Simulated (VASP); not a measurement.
A run of VASP 6.6.1 is set up as follows.

File INCAR:

```
ALGO     = Normal         # electronic algorithm
EDIFF    = 1E-6           # SCF threshold, eV
EDIFFG   = -0.04          # ionic threshold
ENCUT    = 600            # plane-wave cutoff, eV
GGA      = PE             # functional
IBRION   = 2              # ionic algorithm
ISIF     = 3              # what is computed and relaxed
ISMEAR   = 0              # smearing method
LASPH    = T              # aspherical terms in the spheres
LCHARG   = F              # write CHGCAR
LREAL    = F              # projectors in reciprocal space
LWAVE    = F              # write WAVECAR
NELM     = 60             # most SCF steps
NSW      = 90             # ionic steps
PREC     = Accurate       # precision mode
SIGMA    = 0.1            # smearing width, eV
```

KPOINTS

```
k-points
0
Gamma
  6 6 4
```

File POSCAR:

```
Mg3Te2O
1.0
    5.5809272134      0.0000000000      0.0000000000
   -2.7904636067      4.8332247435      0.0000000000
    0.0000000000      0.0000000000      5.3075738428
Mg Te O
3 2 1
Direct
    0.5000000000      0.0000000000      0.0000000000
    0.0000000000      0.5000000000      0.0000000000
    0.5000000000      0.5000000000      0.0000000000
    0.3333333333      0.6666666667      0.5000000000
    0.6666666667      0.3333333333      0.5000000000
    0.0000000000      0.0000000000      0.0000000000
```

Potentials or basis: VASP PAW PBE potentials, release 64 (Mg, Te, O).

Run with:

```sh
$ cat potpaw_PBE.64/Mg/POTCAR potpaw_PBE.64/Te/POTCAR potpaw_PBE.64/O/POTCAR > POTCAR
$ mpirun -np 1 vasp_std > vasp.out
```

Problem. What does it give for the space group after relaxing (to 0.1 Å)?

Solution. P6/mmm (No. 191).

Problem. Predict the relaxed cell.

Solution. a = 5.592 Å, b = 5.592 Å, c = 5.335 Å, α = 90.00°, β = 90.00°, γ = 120.00°.

Stress tensor (GPa, compression positive):
```
-0.09  0.00  0.00
 0.00 -0.09  0.00
 0.00  0.00  0.27
```
